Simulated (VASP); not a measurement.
# FeO (F-43m) in VASP: notebook

FeO is run at these levels: PBE; tasks: single point.

Everything below comes from runs of VASP 6.6.1. Logs are shortened: lines on timing, memory, paths and dates and some standing lists are left out, and cuts for length are marked.

### 1 The cell of the first run

Symmetry: F-43m, No. 216, cubic system. Conventional cell: a = 4.857 Å, b = 4.857 Å, c = 4.857 Å, α = 90.00°, β = 90.00°, γ = 90.00°. Within 2.8 Å of Fe (site symmetry -43m) lie 4 O at 2.10 Å. O (site symmetry -43m) has 4 Fe at 2.10 Å within 2.8 Å.

### 2 Single point, PBE, collinear spin, ferromagnetic start

Input file INCAR:

```
ALGO = Normal ; EDIFF = 1E-7
ENCUT = 520 ; GGA = PE
ISIF = 2 ; ISMEAR = -1
ISPIN = 2 ; LASPH = T
LCHARG = T ; LELF = T
LMAXMIX = 4 ; LORBIT = 11
LREAL = F ; LVHAR = T
LWAVE = F ; MAGMOM = 3 0
NBANDS = 18 ; NELM = 150
PREC = Accurate ; SIGMA = 0.05
```

Input file KPOINTS:

```
k-points
0
Gamma
  10 10 10
```

Input file POSCAR:

```
FeO
1.0
    0.0000000000      2.4285985299      2.4285985299
    2.4285985299      0.0000000000      2.4285985299
    2.4285985299      2.4285985299      0.0000000000
Fe O
1 1
Direct
    0.0000000000      0.0000000000      0.0000000000
    0.2500000000      0.2500000000      0.2500000000
```

Potentials or basis: VASP PAW PBE potentials, release 64 (Fe, O).

Started as:

```bash
> cat potpaw_PBE.64/Fe/POTCAR potpaw_PBE.64/O/POTCAR > POTCAR
> mpirun -np 1 vasp_std > vasp.out
```

OUTCAR:

```text
EDIFF = 1E-7
   ENCUT = 520
   GGA = PE
   ISIF = 2
   ISMEAR = -1
   ISPIN = 2
   LASPH = T
   LORBIT = 11
   LREAL = F
   NELM = 150
   PREC = Accurate

 ion  position               nearest neighbor table
   1  0.000  0.000  0.000-   2 2.10   2 2.10   2 2.10   2 2.10
   2  0.250  0.250  0.250-   1 2.10   1 2.10   1 2.10   1 2.10

  LATTYP: Found a face centered cubic cell.
 ALAT       =     4.8571970598

  Lattice vectors:

 A1 = (   0.0000000000,   2.4285985299,   2.4285985299)
 A2 = (   2.4285985299,   0.0000000000,   2.4285985299)
 A3 = (   2.4285985299,   2.4285985299,   0.0000000000)

Analysis of symmetry for initial positions (statically):
=====================================================================
 Subroutine PRICEL returns:
 Original cell was already a primitive cell.

 Routine SETGRP: Setting up the symmetry group for a
 face centered cubic supercell.

 Subroutine GETGRP returns: Found 24 space group operations
 (whereof 24 operations were pure point group operations)
 out of a pool of 48 trial point group operations.

The static configuration has the point symmetry T_d .

Analysis of symmetry for dynamics (positions and initial velocities):
=====================================================================
 Subroutine PRICEL returns:
 Original cell was already a primitive cell.

 Routine SETGRP: Setting up the symmetry group for a
 face centered cubic supercell.

 Subroutine GETGRP returns: Found 24 space group operations
 (whereof 24 operations were pure point group operations)
 out of a pool of 48 trial point group operations.

The dynamic configuration has the point symmetry T_d .

Analysis of structural, dynamic, and magnetic symmetry:
=====================================================================
 Subroutine PRICEL returns:
 Original cell was already a primitive cell.

 Routine SETGRP: Setting up the symmetry group for a
 face centered cubic supercell.

 Subroutine GETGRP returns: Found 24 space group operations
 (whereof 24 operations were pure point group operations)
 out of a pool of 48 trial point group operations.

The overall configuration has the point symmetry T_d .

 Subroutine INISYM returns: Found 24 space group operations
 (whereof 24 operations are pure point group operations),
 and found     1 'primitive' translations

----------------------------------------------------------------------------------------

                                     Primitive cell

  volume of cell :      28.6482

  direct lattice vectors                    reciprocal lattice vectors
     0.000000000  2.428598530  2.428598530    -0.205880055  0.205880055  0.205880055
     2.428598530  0.000000000  2.428598530     0.205880055 -0.205880055  0.205880055
     2.428598530  2.428598530  0.000000000     0.205880055  0.205880055 -0.205880055

  length of vectors
     3.434556979  3.434556979  3.434556979     0.356594716  0.356594716  0.356594716

  position of ions in fractional coordinates (direct lattice)
     0.000000000  0.000000000  0.000000000
     0.250000000  0.250000000  0.250000000

  ion indices of the primitive-cell ions
   primitive index   ion index
                 1           1
                 2           2

----------------------------------------------------------------------------------------

 KPOINTS: k-points

Automatic generation of k-mesh.
 Grid dimensions read from file:
 generate k-points for:   10   10   10

 Generating k-lattice:

  Cartesian coordinates                     Fractional coordinates (reciprocal lattice)
    -0.020588006  0.020588006  0.020588006     0.100000000  0.000000000  0.000000000
     0.020588006 -0.020588006  0.020588006     0.000000000  0.100000000  0.000000000
     0.020588006  0.020588006 -0.020588006     0.000000000  0.000000000  0.100000000

  Length of vectors
     0.035659472  0.035659472  0.035659472

  Shift w.r.t. Gamma in fractional coordinates (k-lattice)
     0.000000000  0.000000000  0.000000000

 Subroutine IBZKPT returns following result:
 ===========================================

 Found     47 irreducible k-points:

 Following reciprocal coordinates:
            Coordinates               Weight
  0.000000  0.000000  0.000000      1.000000
  0.100000  0.000000  0.000000      8.000000
  0.200000  0.000000  0.000000      8.000000
  0.300000  0.000000  0.000000      8.000000
  0.400000  0.000000  0.000000      8.000000
  0.500000  0.000000  0.000000      4.000000
[... 16 lines left out ...]
  0.300000  0.300000  0.000000      6.000000
  0.400000  0.300000  0.000000     24.000000
 [... further k-points ...]
   k-points           NKPTS =     47   k-points in BZ     NKDIM =     47   number of bands    NBANDS=     18
   number of dos      NEDOS =    301   number of ions     NIONS =      2
   total plane-waves  NPLWV =  21952
   dimension x,y,z NGX =    28 NGY =   28 NGZ =   28
   dimension x,y,z NGXF=    56 NGYF=   56 NGZF=   56
   ions per type =               1   1
   NGX,Y,Z   is equivalent  to a cutoff of  13.55, 13.55, 13.55 a.u.
   NGXF,Y,Z  is equivalent  to a cutoff of  27.11, 27.11, 27.11 a.u.
 SYSTEM =  unknown system
   PREC   = accura    normal or accurate (medium, high low for compatibility)
   ISTART =      0    job   : 0-new  1-cont  2-samecut
   ICHARG =      2    charge: 1-file 2-atom 10-const
   ISPIN  =      2    spin polarized calculation?
   LNONCOLLINEAR =      F non collinear calculations
   LSORBIT =      F    spin-orbit coupling
   LASPH  =      T    aspherical Exc in radial PAW
   ENCUT  =  520.0 eV  38.22 Ry    6.18 a.u.   6.39  6.39  6.39*2*pi/ulx,y,z
   NELM   =    150;   NELMIN=  2; NELMDL= -5     # of ELM steps
   EDIFF  = 0.1E-06   stopping-criterion for ELM
   LREAL  =      F    real-space projection
   EDIFFG = 0.1E-05   stopping-criterion for IOM
   NSW    =      0    number of steps for IOM
   IBRION =     -1    ionic relax: 0-MD 1-quasi-New 2-CG
   NFREE  =      0    steps in history (QN), initial steepest desc. (CG)
   ISIF   =      2    stress and relaxation
   ISYM   =      2    0-nonsym 1-usesym 2-fastsym
   POTIM  = 0.5000    time-step for ionic-motion
   TEBEG  =    0.0;   TEEND  =   0.0 temperature during run
   PSTRESS=    0.0 pullay stress
   NELECT =      14.0000    total number of electrons
   NUPDOWN=      -1.0000    fix difference up-down
   EMIN   =  10.00;   EMAX   =-10.00  energy-range for DOS
   EFERMI =   0.00;   METHOD = LEGACY
   ISMEAR =    -1;   SIGMA  =   0.05  broadening in eV -4-tet -1-fermi 0-gaus
   EFERMI_NEDOS =   21; number of points for ismear=-14 and -15
   IALGO  =     38    algorithm
   IMIX   =      4    mixing-type and parameters
     AMIX     =   0.40;   BMIX     =  1.00
     AMIX_MAG =   1.60;   BMIX_MAG =  1.00
  volume/ion in A,a.u.               =      14.32        96.66
  Fermi-wavevector in a.u.,A,eV,Ry     =   1.289491  2.436785 22.623605  1.662788
  Thomas-Fermi vector in A             =   2.421381
   LORBIT       =     11    0 simple, 1 ext, 2 COOP (PROOUT), +10 PAW based schemes
   GGA     = PE    functional components
   LHFCALC =     F    Hartree Fock is set to
   AEXX    =    0.0000 exact exchange contribution
   IVDW    =     0    specifies the selected vdW correction
   LEPSILON=     F    determine dielectric tensor
   LRPA    =     F    only Hartree local field effects (RPA)
 spin polarized calculation
  energy-cutoff  :      520.00
  volume of cell :       28.65
 maximum number of plane-waves:       785
 NGX is ok and might be reduce to    28
   NGX = 13   NGY = 13   NGZ = 13

 number of electron      14.0000006 magnetization       4.0286507

 Free energy of the ion-electron system (eV)
  ---------------------------------------------------
  ext. energy  EPLUGINS =         0.00000000
  ---------------------------------------------------
  free energy    TOTEN  =       -14.73139206 eV

  energy without entropy =      -14.70895895  energy(sigma->0) =      -14.72017550

 E-fermi :   3.0657     XC(G=0): -10.0796

 val. band max:        3.0639524524   @ k =   0.4000   0.1000   0.0000
 cond. band min:       3.0825182410   @ k =  -0.3000   0.1000   0.0000
 fundamental gap:      0.0185657886
 Fermi energy:         3.0657106618

 spin component 1

 k-point     1 :       0.0000    0.0000    0.0000
  band No.  band energies     occupation
      1     -16.2107      1.00000
      2      -2.7784      1.00000
      3      -2.7784      1.00000
      4      -2.7784      1.00000
      5      -0.4713      1.00000
      6      -0.4713      1.00000
[... 10 lines left out ...]
     17      20.5955      0.00000
     18      22.5185      0.00000

 k-point     2 :       0.1000    0.0000    0.0000
  band No.  band energies     occupation
      1     -16.1749      1.00000
      2      -2.8814      1.00000
      3      -2.7471      1.00000
      4      -2.7471      1.00000
      5      -0.4793      1.00000
      6      -0.4793      1.00000
[... 10 lines left out ...]
     17      22.2075      0.00000
     18      23.3999      0.00000

 k-point     3 :       0.2000    0.0000    0.0000
  band No.  band energies     occupation
      1     -16.0801      1.00000
      2      -3.0827      1.00000
      3      -2.6689      1.00000
      4      -2.6689      1.00000
      5      -0.4848      1.00000
      6      -0.4848      1.00000
[... 10 lines left out ...]
     17      24.1863      0.00000
     18      24.8499      0.00000

 k-point     4 :       0.3000    0.0000    0.0000
  band No.  band energies     occupation
      1     -15.9615      1.00000
      2      -3.2182      1.00000
      3      -2.5821      1.00000
      4      -2.5821      1.00000
      5      -0.4525      1.00000
      6      -0.4525      1.00000
[... 375 lines left out ...]
      4      -2.5279      1.00000
      5      -0.5547      1.00000
      6      -0.3611      1.00000
[... 10 lines left out ...]
     17      23.4317      0.00000
     18      25.8125      0.00000

 k-point    23 :       0.3000    0.3000    0.0000
  band No.  band energies     occupation
      1     -15.8836      1.00000
      2      -3.4334      1.00000
      3      -2.3362      1.00000
      4      -2.3362      1.00000
      5      -0.7135      1.00000
      6      -0.3318      1.00000
[... 10 lines left out ...]
     17      25.9611      0.00000
     18      25.9611      0.00000

 k-point    24 :       0.4000    0.3000    0.0000
  band No.  band energies     occupation
      1     -15.8091      1.00000
      2      -3.4306      1.00000
      3      -2.2420      1.00000
      4      -2.2219      1.00000
      5      -0.6749      1.00000
      6      -0.3028      1.00000
[... 10 lines left out ...]
     17      25.8657      0.00000
     18      27.5531      0.00000

 [... further k-points ...]

 spin component 2

 k-point     1 :       0.0000    0.0000    0.0000
  band No.  band energies     occupation
      1     -15.6954      1.00000
      2      -1.3848      1.00000
      3      -1.3848      1.00000
      4      -1.3848      1.00000
      5       2.6587      0.99971
      6       3.1939      0.07151
[... 10 lines left out ...]
     17      20.8399      0.00000
     18      23.3452      0.00000

 k-point     2 :       0.1000    0.0000    0.0000
  band No.  band energies     occupation
      1     -15.6585      1.00000
      2      -1.6032      1.00000
      3      -1.3639      1.00000
      4      -1.3639      1.00000
      5       3.0594      0.53138
      6       3.1734      0.10394
[... 10 lines left out ...]
     17      22.6838      0.00000
     18      24.1487      0.00000

 k-point     3 :       0.2000    0.0000    0.0000
  band No.  band energies     occupation
      1     -15.5605      1.00000
      2      -2.0336      1.00000
      3      -1.3119      1.00000
      4      -1.3119      1.00000
      5       3.1449      0.17037
      6       3.1449      0.17034
[... 10 lines left out ...]
     17      24.7936      0.00000
     18      25.5389      0.00000

 k-point     4 :       0.3000    0.0000    0.0000
  band No.  band energies     occupation
      1     -15.4374      1.00000
      2      -2.4043      1.00000
      3      -1.2537      1.00000
      4      -1.2537      1.00000
      5       3.1687      0.11313
      6       3.1687      0.11311
[... 375 lines left out ...]
      4      -1.2079      1.00000
      5       3.0003      0.78722
      6       3.2876      0.01168
[... 10 lines left out ...]
     17      24.0016      0.00000
     18      26.4457      0.00000

 k-point    23 :       0.3000    0.3000    0.0000
  band No.  band energies     occupation
      1     -15.3570      1.00000
      2      -2.4745      1.00000
      3      -1.1998      1.00000
      4      -1.1998      1.00000
      5       2.5817      0.99994
      6       3.4046      0.00114
[... 10 lines left out ...]
     17      26.6101      0.00000
     18      26.6101      0.00000

 k-point    24 :       0.4000    0.3000    0.0000
  band No.  band energies     occupation
      1     -15.2796      1.00000
      2      -2.5316      1.00000
      3      -1.2130      1.00000
      4      -1.1488      1.00000
      5       2.5115      0.99998
      6       3.4386      0.00058
[... 10 lines left out ...]
     17      26.3709      0.00000
     18      28.1581      0.00000

 [... further k-points ...]
[... 5 lines left out ...]
  --------------------------------------------------------------------------------------
  -------------------------------------------------------------------------------------
  Total       -2.9076664     -2.9076664     -2.9076664      0.0000000      0.0000000      0.0000000
  in kB     -162.6140184   -162.6140184   -162.6140184      0.0000000      0.0000000      0.0000000
  external PRESSURE =    -162.6140184 kB  Pullay stress =       0.0000000 kB

 VOLUME and BASIS-vectors are now :
 -----------------------------------------------------------------------------
  energy-cutoff  :      520.00
  volume of cell :       28.65
      direct lattice vectors                 reciprocal lattice vectors
     0.000000000  2.428598530  2.428598530    -0.205880055  0.205880055  0.205880055
     2.428598530  0.000000000  2.428598530     0.205880055 -0.205880055  0.205880055
     2.428598530  2.428598530  0.000000000     0.205880055  0.205880055 -0.205880055

 POSITION                                       TOTAL-FORCE (eV/Angst)
 -----------------------------------------------------------------------------------
      0.00000      0.00000      0.00000         0.000000     -0.000000      0.000000
      1.21430      1.21430      1.21430        -0.000000      0.000000     -0.000000
 -----------------------------------------------------------------------------------
    total drift:                                0.000000      0.000000      0.000000

  FREE ENERGIE OF THE ION-ELECTRON SYSTEM (eV)
  ---------------------------------------------------
  free  energy   TOTEN  =       -14.7313920559 eV

  energy  without entropy=      -14.7089589478  energy(sigma->0) =      -14.72017550

 total charge

# of ion       s       p       d       tot
------------------------------------------
    1        0.288   0.323   5.986   6.597
    2        1.554   3.377   0.000   4.931
--------------------------------------------------
tot          1.842   3.700   5.986  11.528

 magnetization (x)

# of ion       s       p       d       tot
------------------------------------------
    1        0.028   0.036   3.568   3.632
    2        0.018   0.262   0.000   0.280
--------------------------------------------------
tot          0.046   0.298   3.568   3.912
```

Run time: 1.8 min. Hardware: 1 thread of Intel Xeon Platinum 8488C (Sapphire Rapids), shared host; peak memory 0.19 GiB.

What came out:

- Free energy: -14.7314 eV
- Pressure: -16.3 GPa
- Band gap on the k mesh: zero (filled and empty bands overlap)
- Net moment: 4.03 μB per cell
- Site moments: Fe +3.63; O +0.28 μB
- Valence electrons inside the program's atomic spheres: Fe 6.60; O 4.93

Caveat: a cell with one magnetic atom can't hold antiferromagnetic order, which such compounds often take; semilocal functionals often make such compounds metallic where correlation or magnetic order opens a gap, which also shifts bond lengths. With open d or f shells a metallic result of PBE can be an artefact of self-interaction; +U or a hybrid may open a gap.

(Continued in part 2 of 2.)
